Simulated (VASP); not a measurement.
# TiSi2: single point with PBEsol+U

TiSi2:

```
CELL_PARAMETERS angstrom
1.76511 -6.75928 0.00000
1.76511 6.75928 0.00000
0.00000 0.00000 3.56517
ATOMIC_POSITIONS crystal
Ti 0.10312 0.89688 0.25000
Ti 0.89688 0.10312 0.75000
Si 0.75031 0.24969 0.25000
Si 0.24969 0.75031 0.75000
Si 0.44175 0.55825 0.25000
Si 0.55825 0.44175 0.75000
```

```
Program                 : VASP 6.6.1
Task                    : single point
Functional              : PBEsol
Potentials or basis     : VASP PAW PBE potentials, release 64 (Ti_sv, Si)
Cutoff                  : 520 eV
k mesh                  : 8 × 8 × 8
Occupations             : fermi-dirac, width 0.05 eV
Spin                    : no spin polarisation
Hubbard terms           : Ti d U = 4.0 eV
Dipole correction       : no
k mesh for the DOS      : 12 × 12 × 12
Occupations for the DOS : tetrahedron
Further INCAR settings  : ALGO = Normal; EDIFF = 1e-06
```

The valence electrons inside the program's atomic spheres are Ti 10.30; Si 1.65, 1.70 (each value once).

Levels at points of the mesh, in eV from the Fermi level:
```tsv
k point	band 18	band 19	band 20	band 21	band 22	band 23
(0.00, 0.00, 0.00)	-2.13	-2.08	0.41	0.64	0.77	0.98
(0.50, 0.00, 0.00)	-1.56	-0.59	-0.57	-0.52	1.01	1.37
(0.50, 0.50, 0.00)	-2.12	-1.15	0.33	0.68	0.76	0.87
(0.00, 0.00, 0.50)	-1.56	-0.06	-0.06	0.79	0.79	1.40
(0.50, 0.00, 0.50)	-3.38	-2.52	-2.52	1.95	1.95	2.30
(0.50, 0.50, 0.50)	-2.13	-0.88	-0.88	0.51	0.51	1.97
```

Eigenvalues of the final occupation matrices:
| site | spin | trace | eigenvalues |
| --- | --- | --- | --- |
| site 1 d | 1 | 0.99 | 0.13 0.16 0.21 0.23 0.27 |
| site 1 d | 2 | 0.99 | 0.13 0.16 0.21 0.23 0.27 |
| site 2 d | 1 | 0.99 | 0.13 0.16 0.21 0.23 0.27 |
| site 2 d | 2 | 0.99 | 0.13 0.16 0.21 0.23 0.27 |

Wall time 20 min on 1 thread of Intel(R) Xeon(R) 6975P-C (Granite Rapids), on a shared host, peak memory 0.65 GiB.

Caveat: U without spin polarisation on a metal has little footing; the U is typed as a test and isn't derived for this compound.
